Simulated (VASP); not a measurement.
## Te2Mo: single point with PBE

Crystal: Te2Mo.

```
Te Mo
1.0
     6.34645    0.00000    0.00000
     0.00000    3.49422    0.00000
    -0.54903    0.00000   14.85616
Te Mo
8 4
Direct
  0.06309 0.50000 0.40139
  0.93626 0.00000 0.59892
  0.56720 0.00000 0.36206
  0.43254 0.50000 0.63827
  0.09105 0.00000 0.13792
  0.90945 0.50000 0.86175
  0.58109 0.50000 0.09855
  0.41935 0.00000 0.90115
  0.31969 0.00000 0.50683
  0.67978 0.50000 0.49352
  0.18149 0.50000 0.00653
  0.81900 0.00000 0.99309
```

| Item | Value |
| --- | --- |
| Program | VASP 6.6.1 |
| Task | single point |
| Functional | PBE |
| Potentials or basis | VASP PAW PBE potentials, release 64 (Te, Mo_sv) |
| Cutoff | 520 eV |
| k mesh | 4 × 8 × 2 |
| Occupations | gaussian, width 0.014 eV |
| Spin | no spin polarisation |

The pressure is 0.7 GPa, the largest force is 0.216 eV/Å and the band gap on the k mesh is zero (band 52 reaches 7.26 eV, above the bottom of band 53 at 7.11 eV).

Forces on the atoms (eV/Å):
```
Te  -0.041  0.000 -0.010
Te   0.050  0.000  0.011
Te   0.014  0.000 -0.201
Te  -0.024  0.000  0.202
Te   0.011  0.000  0.206
Te  -0.012  0.000 -0.215
Te  -0.050  0.000  0.017
Te   0.053  0.000 -0.021
Mo  -0.080  0.000 -0.092
Mo   0.082  0.000  0.089
Mo   0.076  0.000 -0.076
Mo  -0.078  0.000  0.092
```

Stress tensor (GPa, compression positive):
```
0.92 0.00 0.00
0.00 0.05 0.00
0.00 0.00 1.16
```

Levels at points of the mesh, in eV from the Fermi level:
```tsv
k point	band 50	band 51	band 52	band 53	band 54	band 55
(0.00, 0.00, 0.00)	-0.16	0.02	0.12	0.59	0.76	1.02
(0.50, 0.00, 0.00)	-0.72	-0.72	-0.70	0.11	0.13	0.97
(0.00, 0.50, 0.00)	-1.43	-1.42	-1.42	1.10	1.10	1.15
(0.50, 0.50, 0.00)	-0.93	-0.89	-0.89	1.03	1.03	1.05
(0.00, 0.00, 0.50)	-0.21	0.06	0.07	0.63	0.66	1.03
(0.50, 0.00, 0.50)	-0.72	-0.66	-0.61	0.12	0.14	0.96
(0.00, 0.50, 0.50)	-1.46	-1.43	-1.42	1.10	1.10	1.14
(0.50, 0.50, 0.50)	-0.92	-0.89	-0.89	1.03	1.03	1.05
```

It took 11 min on 1 thread of Intel(R) Xeon(R) 6975P-C (Granite Rapids), with other jobs on the host, peak memory 0.69 GiB.

Caveat: spin-orbit coupling is left out, which moves the levels of the heavy elements; this functional lacks dispersion, which binds the layers, so the pressure and a relaxed spacing across them are unreliable.
